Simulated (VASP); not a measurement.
## Y: relaxation of shape and atoms at fixed volume with PBEsol

Crystal: Y.

```
Y
1.0
     3.48643    0.00000    0.00000
    -1.74321    3.01934    0.00000
     0.00000    0.00000    5.41252
Y
2
Cartesian
  0.0000 2.0129 1.3531
  1.7432 1.0064 4.0594
```

```yaml
Program: VASP 6.6.1
Task: relaxation of shape and atoms at fixed volume
Functional: PBEsol
Potentials_or_basis: VASP PAW PBE potentials, release 64 (Y_sv)
Cutoff: 600 eV
k_mesh: 12 × 12 × 8
Occupations: gaussian, width 0.1 eV
Spin: no spin polarisation
Dipole_correction: no
Further_INCAR_settings: ALGO = Normal; EDIFF = 1e-06; IBRION = 2; EDIFFG = -0.01; NSW = 50; ISIF = 4
```

* Energy gained by relaxing: 0.1 meV/atom
* Ionic steps: 3
* Pressure after relaxing: 4.4 GPa
* Band gap on the k mesh: zero (bands 11 and 12 overlap by 1.90 eV)

Step by step:
```tsv
step	energy change (eV)	largest force (eV/Å)	pressure (GPa)	volume (Å³)
1	0.0000	0.0000	4.38	56.98
2	-0.0001	0.0000	4.37	56.98
3	-0.0001	0.0000	4.37	56.98
```

Final structure:
```
Y
1.0
     3.48189    0.00000    0.00000
    -1.74095    3.01541    0.00000
     0.00000    0.00000    5.42663
Y
2
Direct
  0.33333 0.66667 0.25000
  0.66667 0.33333 0.75000
```

Levels at points of the mesh, in eV from the Fermi level:
| k point | band 8 | band 9 | band 10 | band 11 | band 12 | band 13 | band 14 | band 15 |
| --- | --- | --- | --- | --- | --- | --- | --- | --- |
| (0.00, 0.00, 0.00) | -21.83 | -4.92 | -2.11 | 1.44 | 1.82 | 1.82 | 2.25 | 2.57 |
| (0.50, 0.00, 0.00) | -21.98 | -1.75 | -1.51 | -1.06 | 0.15 | 1.48 | 1.66 | 2.38 |
| (0.00, 0.00, 0.50) | -21.96 | -3.28 | -3.28 | 1.03 | 1.03 | 1.72 | 1.72 | 1.72 |
| (0.50, 0.00, 0.50) | -22.07 | -1.91 | -1.91 | 0.01 | 0.01 | 1.81 | 1.81 | 3.05 |

It took 4.6 min on 1 thread of AMD EPYC 7R13 (shared host), peak memory 0.27 GiB.

Caveat: the PAW data sets were made with another functional, which shifts forces and pressure a little.
